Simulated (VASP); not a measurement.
Sc12H (a cell with a defect), 13 atoms in the cell. The cell holds a defect, 13 atoms: a = 6.620 Å, b = 9.930 Å, c = 5.276 Å, α = 90.00°, β = 90.00°, γ = 120.00°. 

```yaml
Program: VASP 6.6.1
Task: single point
Functional: PBEsol
Potentials_or_basis: VASP PAW PBE potentials, release 64 (Sc_sv, H)
Cutoff: 520 eV
k_mesh: 3 × 2 × 3
Occupations: gaussian, width 0.1 eV
Spin: no spin polarisation
Dipole_correction: no
Further_INCAR_settings: ALGO = Normal; EDIFF = 1e-07; NBANDS = 78
```

Potentials or basis: VASP PAW PBE potentials, release 64 (Sc_sv, H).

Run with:

```console
$ cat potpaw_PBE.64/Sc_sv/POTCAR potpaw_PBE.64/H/POTCAR > POTCAR
$ mpirun -np 1 vasp_std > vasp.out
```

Hardware: 1 thread of Intel(R) Xeon(R) Platinum 8259CL CPU @ 2.50GHz (Skylake/Cascade Lake), on a shared host.

How long does it take, and how much memory?

Run time: 8.3 min on 1 thread of Intel(R) Xeon(R) Platinum 8259CL CPU @ 2.50GHz (Skylake/Cascade Lake), on a shared host, peak memory 0.47 GiB. Counts: scf iterations 21, k points 10.
